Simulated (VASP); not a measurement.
Write the native input for VASP 6.6.1 that does the following.

* Task: single point
* Functional: PBE
* Potentials or basis: VASP PAW PBE potentials, release 64 (Al, H)
* Cutoff: 520 eV
* k mesh: 5 × 3 × 1
* Occupations: gaussian, width 0.1 eV
* Spin: no spin polarisation
* Dipole correction: yes
* Further INCAR settings: LREAL = Auto; ALGO = Normal; EDIFF = 1e-06; NBANDS = 44

The structure of Al9H lies in POSCAR:

```
Al9H
1.0
    5.7070863106      0.0000000000      0.0000000000
   -1.4267715776      9.7014842380      0.0000000000
    0.0000000000      0.0000000000     22.7903703519
Al H
18 2
Direct
    0.2662216041      0.0648864163      0.1755127248
    0.7662216041      0.0648864163      0.1755127248
    0.3354806058      0.3419224231      0.2192029854
    0.8354806058      0.3419224231      0.2192029854
    0.1493324061      0.5973296244      0.2279410375
    0.6493324061      0.5973296244      0.2279410375
    0.4631842064      0.8527368258      0.2366790896
    0.9631842065      0.8527368258      0.2366790896
    0.0319772093      0.1277109169      0.2808262502
    0.5319772093      0.1277109169      0.2808262502
    0.0997917601      0.4042231294      0.3301071124
    0.5997917601      0.4042231294      0.3301071124
    0.4144000537      0.6596656514      0.3369822081
    0.9144000537      0.6596656514      0.3369822081
    0.2263076916      0.9110819252      0.3449259130
    0.7263076916      0.9110819252      0.3449259130
    0.2962427243      0.1814072004      0.3857054631
    0.7962427243      0.1814072004      0.3857054631
    0.6062643800      0.3863895871      0.5436669155
    0.6062643800      0.4628746302      0.5436669155
```

The input as run:

INCAR

```
ALGO = Normal
DIPOL = 0.5 0.5 0.308
EDIFF = 1E-6
ENCUT = 520
GGA = PE
IDIPOL = 3
ISIF = 2
ISMEAR = 0
LASPH = True
LCHARG = False
LDIPOL = True
LREAL = Auto
LWAVE = False
NBANDS = 44
NELM = 60
PREC = Accurate
SIGMA = 0.1
```

KPOINTS

```
k-points
0
Gamma
  5 3 1
```

Potentials or basis: VASP PAW PBE potentials, release 64 (Al, H).

Launch:

```bash
$ cat potpaw_PBE.64/Al/POTCAR potpaw_PBE.64/H/POTCAR > POTCAR
$ mpirun -np 1 vasp_std > vasp.out
```

It gave:

```json
{
  "Largest force": "0.159 eV/Å",
  "Band gap on the k mesh": "zero (bands 28 and 29 overlap by 0.73 eV)"
}
```

It took 30 min on 1 thread of Intel Xeon 8259CL, with other jobs on the host, peak memory 1.2 GiB.
